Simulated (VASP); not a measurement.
Input of a VASP 6.6.1 run:

The input POSCAR:

```
Co
1.0
    2.4271453599      0.0000000000      0.0000000000
   -1.2135726799      2.1019695403      0.0000000000
    0.0000000000      0.0000000000      3.9126468420
Co
2
Direct
    0.3333333333      0.6666666667      0.2500000000
    0.6666666667      0.3333333333      0.7500000000
```

The input INCAR.step1:

```
SYSTEM = Co
PREC = Accurate
ENCUT = 520
ISMEAR = -1
SIGMA = 0.1
LREAL = .FALSE.
LASPH = .TRUE.
NELM = 60
NBANDS = 16
GGA = PE
ALGO = Normal
EDIFF = 1E-4
LWAVE = .TRUE.
LCHARG = .FALSE.
```

INCAR.step2

```
SYSTEM = Co
PREC = Accurate
ENCUT = 520
EDIFF = 1E-6
ISMEAR = -1
SIGMA = 0.1
LREAL = .FALSE.
LASPH = .TRUE.
NELM = 60
ALGO = Normal
ISIF = 2
LWAVE = .FALSE.
LCHARG = .FALSE.
METAGGA = R2SCAN
LMIXTAU = .TRUE.
NBANDS = 16
ISTART = 1
```

The input KPOINTS:

```
Automatic mesh
0
G
  15 15 8
  0 0 0
```

Potentials or basis: VASP PAW PBE potentials, release 64 (Co).

Launch:

```console
$ cat potpaw_PBE.64/Co/POTCAR > POTCAR
$ cp INCAR.step1 INCAR
$ mpirun -np 1 vasp_std > vasp.out
$ cp INCAR.step2 INCAR
$ mpirun -np 1 vasp_std > vasp.out
```

Q: Predict the band gap on the k mesh.

A: Zero (bands 9 and 10 overlap by 1.69 eV).

Q: Estimate the pressure.

A: 0.2 GPa.

Stress tensor (GPa, compression positive):
```
0.20 0.00 0.00
0.00 0.20 0.00
0.00 0.00 0.10
```

Caveat: the PAW data sets were made with another functional, which shifts forces and pressure a little; the run has no spin polarisation, though such a crystal can be magnetic. Spin polarisation is off, so any magnetic state and its effect on volume and gap are missing.
